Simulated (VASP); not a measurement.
# MgS (P4_12_12) in VASP: notebook

Runs on MgS. Level: PBE. Tasks: single point.

All numbers are computed with VASP 6.6.1; they aren't measurements. Logs are shortened: lines on timing, memory, paths and dates and some standing lists are left out, and cuts for length are marked.

### Step 1. The cell of the first run

It takes space group P4_12_12 (No. 92, tetragonal). Conventional cell: a = 6.649 Å, b = 6.649 Å, c = 3.569 Å, α = 90.00°, β = 90.00°, γ = 90.00°. Mg (site symmetry 2) has 4 S at 2.38 to 2.39 Å within 3.1 Å. Within 3.1 Å of S (site symmetry 2) lie 4 Mg at 2.38 to 2.39 Å.

### Step 2. Single point, PBE (volume scaled by 0.88, then relaxed in part)

The input, INCAR:

```
SYSTEM = MgS
ALGO = Normal
EDIFF = 1E-7
ENCUT = 520
GGA = PE
ISIF = 2
ISMEAR = 0
LASPH = .TRUE.
LCHARG = .FALSE.
LREAL = .FALSE.
LWAVE = .FALSE.
NBANDS = 26
NELM = 80
PREC = Accurate
SIGMA = 0.02
```

The input, KPOINTS:

```
k-points
0
G
  4 4 6
  0 0 0
```

The input, POSCAR:

```
MgS
1.0
    6.6489755168      0.0000000000      0.0000000000
    0.0000000000      6.6489755168      0.0000000000
    0.0000000000      0.0000000000      3.5689316890
Mg S
4 4
Direct
    0.6628114000      0.6628114000      0.5000000000
    0.1628114000      0.8371886000      0.2500000000
    0.3371886000      0.3371886000      0.0000000000
    0.8371886000      0.1628114000      0.7500000000
    0.8297428167      0.8297428167      0.0000000000
    0.3297428167      0.6702571833      0.7500000000
    0.1702571833      0.1702571833      0.5000000000
    0.6702571833      0.3297428167      0.2500000000
```

Potentials or basis: VASP PAW PBE potentials, release 64 (Mg, S).

The run is started by

```console
cat potpaw_PBE.64/Mg/POTCAR potpaw_PBE.64/S/POTCAR > POTCAR
mpirun -np 1 vasp_std > vasp.out
```

OUTCAR:

```text
SYSTEM = MgS
   EDIFF = 1E-7
   ENCUT = 520
   GGA = PE
   ISIF = 2
   ISMEAR = 0
   LASPH = .TRUE.
   LREAL = .FALSE.
   NELM = 80
   PREC = Accurate

 ion  position               nearest neighbor table
   1  0.663  0.663  0.500-   5 2.38   5 2.38   8 2.39   6 2.39   3 3.54   3 3.54   4 3.63   2 3.63
                             4 3.63   2 3.63
   2  0.163  0.837  0.250-   6 2.38   6 2.38   7 2.39   5 2.39   4 3.54   4 3.54   1 3.63   3 3.63
                             3 3.63   1 3.63
   3  0.337  0.337  0.000-   7 2.38   7 2.38   8 2.39   6 2.39   1 3.54   1 3.54   4 3.63   2 3.63
                             2 3.63   4 3.63
   4  0.837  0.163  0.750-   8 2.38   8 2.38   5 2.39   7 2.39   2 3.54   2 3.54   3 3.63   1 3.63
                             1 3.63   3 3.63
   5  0.830  0.830  0.000-   1 2.38   1 2.38   4 2.39   2 2.39
   6  0.330  0.670  0.750-   2 2.38   2 2.38   3 2.39   1 2.39
   7  0.170  0.170  0.500-   3 2.38   3 2.38   4 2.39   2 2.39
   8  0.670  0.330  0.250-   4 2.38   4 2.38   1 2.39   3 2.39

  LATTYP: Found a simple tetragonal cell.
 ALAT       =     6.6489755168
 C/A-ratio  =     0.5367641496

  Lattice vectors:

 A1 = (   6.6489755168,   0.0000000000,   0.0000000000)
 A2 = (   0.0000000000,   6.6489755168,   0.0000000000)
 A3 = (   0.0000000000,   0.0000000000,   3.5689316890)

Analysis of symmetry for initial positions (statically):
=====================================================================
 Subroutine PRICEL returns:
 Original cell was already a primitive cell.

 Routine SETGRP: Setting up the symmetry group for a
 simple tetragonal supercell.

 Subroutine GETGRP returns: Found  8 space group operations
 (whereof  2 operations were pure point group operations)
 out of a pool of 16 trial point group operations.

The static configuration has the point symmetry C_2 .
 The point group associated with its full space group is D_4 .

Analysis of symmetry for dynamics (positions and initial velocities):
=====================================================================
 Subroutine PRICEL returns:
 Original cell was already a primitive cell.

 Routine SETGRP: Setting up the symmetry group for a
 simple tetragonal supercell.

 Subroutine GETGRP returns: Found  8 space group operations
 (whereof  2 operations were pure point group operations)
 out of a pool of 16 trial point group operations.

The dynamic configuration has the point symmetry C_2 .
 The point group associated with its full space group is D_4 .

 Subroutine INISYM returns: Found  8 space group operations
 (whereof  2 operations are pure point group operations),
 and found     1 'primitive' translations

----------------------------------------------------------------------------------------

                                     Primitive cell

  volume of cell :     157.7785

  direct lattice vectors                    reciprocal lattice vectors
     6.648975517  0.000000000  0.000000000     0.150399110  0.000000000  0.000000000
     0.000000000  6.648975517  0.000000000     0.000000000  0.150399110  0.000000000
     0.000000000  0.000000000  3.568931689     0.000000000  0.000000000  0.280195893

  length of vectors
     6.648975517  6.648975517  3.568931689     0.150399110  0.150399110  0.280195893

  position of ions in fractional coordinates (direct lattice)
     0.662811400  0.662811400  0.500000000
     0.162811400  0.837188600  0.250000000
     0.337188600  0.337188600  0.000000000
     0.837188600  0.162811400  0.750000000
     0.829742817  0.829742817  0.000000000
     0.329742817  0.670257183  0.750000000
     0.170257183  0.170257183  0.500000000
     0.670257183  0.329742817  0.250000000

  ion indices of the primitive-cell ions
   primitive index   ion index
                 1           1
                 2           2
                 3           3
                 4           4
                 5           5
                 6           6
                 7           7
                 8           8

----------------------------------------------------------------------------------------

 KPOINTS: k-points

Automatic generation of k-mesh.
 Grid dimensions read from file:
 generate k-points for:    4    4    6

 Generating k-lattice:

  Cartesian coordinates                     Fractional coordinates (reciprocal lattice)
     0.037599777  0.000000000  0.000000000     0.250000000  0.000000000  0.000000000
     0.000000000  0.037599777  0.000000000     0.000000000  0.250000000  0.000000000
     0.000000000  0.000000000  0.046699315     0.000000000  0.000000000  0.166666667

  Length of vectors
     0.037599777  0.037599777  0.046699315

  Shift w.r.t. Gamma in fractional coordinates (k-lattice)
     0.000000000  0.000000000  0.000000000

 Subroutine IBZKPT returns following result:
 ===========================================

 Found     24 irreducible k-points:

 Following reciprocal coordinates:
            Coordinates               Weight
  0.000000  0.000000  0.000000      1.000000
  0.250000  0.000000  0.000000      4.000000
  0.500000  0.000000  0.000000      2.000000
  0.250000  0.250000  0.000000      4.000000
  0.500000  0.250000  0.000000      4.000000
  0.500000  0.500000  0.000000      1.000000
[... 16 lines left out ...]
  0.500000  0.250000  0.500000      4.000000
  0.500000  0.500000  0.500000      1.000000
   k-points           NKPTS =     24   k-points in BZ     NKDIM =     24   number of bands    NBANDS=     26
   number of dos      NEDOS =    301   number of ions     NIONS =      8
   total plane-waves  NPLWV =  70000
   dimension x,y,z NGX =    50 NGY =   50 NGZ =   28
   dimension x,y,z NGXF=   100 NGYF=  100 NGZF=   56
   ions per type =               4   4
   NGX,Y,Z   is equivalent  to a cutoff of  12.50, 12.50, 13.04 a.u.
   NGXF,Y,Z  is equivalent  to a cutoff of  25.00, 25.00, 26.09 a.u.
 SYSTEM =  MgS
   PREC   = accura    normal or accurate (medium, high low for compatibility)
   ISTART =      0    job   : 0-new  1-cont  2-samecut
   ICHARG =      2    charge: 1-file 2-atom 10-const
   ISPIN  =      1    spin polarized calculation?
   LNONCOLLINEAR =      F non collinear calculations
   LSORBIT =      F    spin-orbit coupling
   LASPH  =      T    aspherical Exc in radial PAW
   ENCUT  =  520.0 eV  38.22 Ry    6.18 a.u.  12.36 12.36  6.64*2*pi/ulx,y,z
   NELM   =     80;   NELMIN=  2; NELMDL= -5     # of ELM steps
   EDIFF  = 0.1E-06   stopping-criterion for ELM
   LREAL  =      F    real-space projection
   EDIFFG = 0.1E-05   stopping-criterion for IOM
   NSW    =      0    number of steps for IOM
   IBRION =     -1    ionic relax: 0-MD 1-quasi-New 2-CG
   NFREE  =      0    steps in history (QN), initial steepest desc. (CG)
   ISIF   =      2    stress and relaxation
   ISYM   =      2    0-nonsym 1-usesym 2-fastsym
   POTIM  = 0.5000    time-step for ionic-motion
   TEBEG  =    0.0;   TEEND  =   0.0 temperature during run
   PSTRESS=    0.0 pullay stress
   NELECT =      32.0000    total number of electrons
   NUPDOWN=      -1.0000    fix difference up-down
   EMIN   =  10.00;   EMAX   =-10.00  energy-range for DOS
   EFERMI =   0.00;   METHOD = LEGACY
   ISMEAR =     0;   SIGMA  =   0.02  broadening in eV -4-tet -1-fermi 0-gaus
   EFERMI_NEDOS =   21; number of points for ismear=-14 and -15
   IALGO  =     38    algorithm
   IMIX   =      4    mixing-type and parameters
     AMIX     =   0.40;   BMIX     =  1.00
     AMIX_MAG =   1.60;   BMIX_MAG =  1.00
  volume/ion in A,a.u.               =      19.72       133.09
  Fermi-wavevector in a.u.,A,eV,Ry     =   0.961853  1.817640 12.587595  0.925162
  Thomas-Fermi vector in A             =   2.091262
   LORBIT       =      0    0 simple, 1 ext, 2 COOP (PROOUT), +10 PAW based schemes
   GGA     = PE    functional components
   LHFCALC =     F    Hartree Fock is set to
   AEXX    =    0.0000 exact exchange contribution
   IVDW    =     0    specifies the selected vdW correction
   LEPSILON=     F    determine dielectric tensor
   LRPA    =     F    only Hartree local field effects (RPA)
 non-spin polarized calculation
 Gauss-broadening in eV      SIGMA  =   0.02
  energy-cutoff  :      520.00
  volume of cell :      157.78
 maximum number of plane-waves:      4277
 NGX is ok and might be reduce to    50
   NGX = 25   NGY = 25   NGZ = 13

 number of electron      32.0000002 magnetization

 Free energy of the ion-electron system (eV)
  ---------------------------------------------------
  ext. energy  EPLUGINS =         0.00000000
  ---------------------------------------------------
  free energy    TOTEN  =       -32.40063129 eV

  energy without entropy =      -32.40063129  energy(sigma->0) =      -32.40063129

 E-fermi :   2.6643     XC(G=0):  -8.9484

 val. band max:        2.5297707292   @ k =   0.2500   0.2500   0.0000
 cond. band min:       5.9626635425   @ k =   0.0000   0.0000   0.0000
 fundamental gap:      3.4328928133
 Fermi energy:         2.6642555470

 k-point     1 :       0.0000    0.0000    0.0000
  band No.  band energies     occupation
      1      -9.7750      2.00000
      2      -8.7684      2.00000
      3      -8.7684      2.00000
      4      -8.6586      2.00000
      5      -1.9460      2.00000
      6      -0.6821      2.00000
[... 18 lines left out ...]
     25      10.1025      0.00000
     26      10.8113      0.00000

 k-point     2 :       0.2500    0.0000    0.0000
  band No.  band energies     occupation
      1      -9.6734      2.00000
      2      -9.0328      2.00000
      3      -8.7209      2.00000
      4      -8.5737      2.00000
      5      -1.8525      2.00000
      6      -1.0088      2.00000
[... 18 lines left out ...]
     25      10.2276      0.00000
     26      10.5595      0.00000

 k-point     3 :       0.5000    0.0000    0.0000
  band No.  band energies     occupation
      1      -9.3963      2.00000
      2      -9.3963      2.00000
      3      -8.6192      2.00000
      4      -8.6192      2.00000
      5      -1.5480      2.00000
      6      -1.5480      2.00000
[... 18 lines left out ...]
     25      10.6446      0.00000
     26      10.6446      0.00000

 k-point     4 :       0.2500    0.2500    0.0000
  band No.  band energies     occupation
      1      -9.5794      2.00000
      2      -9.0783      2.00000
      3      -8.7930      2.00000
      4      -8.5900      2.00000
      5      -1.6966      2.00000
      6      -0.7761      2.00000
[... 18 lines left out ...]
     25      10.0237      0.00000
     26      10.6188      0.00000

 k-point     5 :       0.5000    0.2500    0.0000
  band No.  band energies     occupation
      1      -9.3332      2.00000
      2      -9.3332      2.00000
      3      -8.7069      2.00000
      4      -8.7069      2.00000
      5      -1.2902      2.00000
      6      -1.2902      2.00000
[... 18 lines left out ...]
     25      10.3844      0.00000
     26      10.3844      0.00000

 k-point     6 :       0.5000    0.5000    0.0000
  band No.  band energies     occupation
      1      -9.2470      2.00000
      2      -9.2470      2.00000
      3      -8.8172      2.00000
      4      -8.8172      2.00000
      5      -0.7609      2.00000
      6      -0.7609      2.00000
[... 427 lines left out ...]
 k-point    21 :       0.5000    0.0000    0.5000
  band No.  band energies     occupation
      1      -8.6424      2.00000
      2      -8.6424      2.00000
      3      -8.2803      2.00000
      4      -8.2803      2.00000
      5      -1.6327      2.00000
      6      -1.6327      2.00000
[... 18 lines left out ...]
     25      10.8497      0.00000
     26      10.8497      0.00000

 k-point    22 :       0.2500    0.2500    0.5000
  band No.  band energies     occupation
      1      -8.6451      2.00000
      2      -8.6451      2.00000
      3      -8.2769      2.00000
      4      -8.2769      2.00000
      5      -1.6058      2.00000
      6      -1.6058      2.00000
[... 18 lines left out ...]
     25      10.0141      0.00000
     26      10.0141      0.00000

 k-point    23 :       0.5000    0.2500    0.5000
  band No.  band energies     occupation
      1      -8.5919      2.00000
      2      -8.5919      2.00000
      3      -8.3359      2.00000
      4      -8.3359      2.00000
      5      -1.6017      2.00000
      6      -1.6017      2.00000
[... 18 lines left out ...]
     25      10.2505      0.00000
     26      10.2505      0.00000

 k-point    24 :       0.5000    0.5000    0.5000
  band No.  band energies     occupation
      1      -8.4665      2.00000
      2      -8.4665      2.00000
      3      -8.4665      2.00000
      4      -8.4665      2.00000
      5      -1.3944      2.00000
      6      -1.3944      2.00000
[... 18 lines left out ...]
     25      10.7364      0.00000
     26      10.7364      0.00000

------------------------ aborting loop because EDIFF is reached ----------------------------------------

  FORCE on cell =-STRESS in cart. coord.  units (eV):
  Direction    XX          YY          ZZ          XY          YZ          ZX
  --------------------------------------------------------------------------------------
  -------------------------------------------------------------------------------------
  Total        9.0085537      9.0085537      8.9904826      0.0000000      0.0000000      0.0000000
  in kB       91.4782720     91.4782720     91.2947671      0.0000000      0.0000000      0.0000000
  external PRESSURE =      91.4171037 kB  Pullay stress =       0.0000000 kB

 VOLUME and BASIS-vectors are now :
 -----------------------------------------------------------------------------
  energy-cutoff  :      520.00
  volume of cell :      157.78
      direct lattice vectors                 reciprocal lattice vectors
     6.648975517  0.000000000  0.000000000     0.150399110  0.000000000  0.000000000
     0.000000000  6.648975517  0.000000000     0.000000000  0.150399110  0.000000000
     0.000000000  0.000000000  3.568931689     0.000000000  0.000000000  0.280195893

 POSITION                                       TOTAL-FORCE (eV/Angst)
 -----------------------------------------------------------------------------------
      4.40702      4.40702      1.78447        -0.004878     -0.004878      0.000000
      1.08253      5.56645      0.89223        -0.004878      0.004878      0.000000
      2.24196      2.24196      0.00000         0.004878      0.004878      0.000000
      5.56645      1.08253      2.67670         0.004878     -0.004878      0.000000
      5.51694      5.51694      0.00000         0.005057      0.005057      0.000000
      2.19245      4.45652      2.67670         0.005057     -0.005057     -0.000000
      1.13204      1.13204      1.78447        -0.005057     -0.005057      0.000000
      4.45652      2.19245      0.89223        -0.005057      0.005057     -0.000000
 -----------------------------------------------------------------------------------
    total drift:                               -0.000000      0.000000     -0.000000

  FREE ENERGIE OF THE ION-ELECTRON SYSTEM (eV)
  ---------------------------------------------------
  free  energy   TOTEN  =       -32.4006312930 eV

  energy  without entropy=      -32.4006312930  energy(sigma->0) =      -32.40063129
```

Run time: 70 s. Hardware: 1 thread of Intel Xeon Platinum 8559C (Emerald Rapids), shared host; peak memory 0.28 GiB.

Results:

```yaml
Free_energy: -32.4006 eV
Pressure: 9.1 GPa
Largest_force: 0.007 eV/Å
Band_gap_on_the_k_mesh: 3.43 eV, indirect (least direct gap 3.44 eV)
```

Forces in eV/Å, atoms in the order of the input:
```
Mg  -0.005 -0.005  0.000
Mg  -0.005  0.005  0.000
Mg   0.005  0.005  0.000
Mg   0.005 -0.005  0.000
S    0.005  0.005  0.000
S    0.005 -0.005  0.000
S   -0.005 -0.005  0.000
S   -0.005  0.005  0.000
```

(Continued in part 2 of 2.)
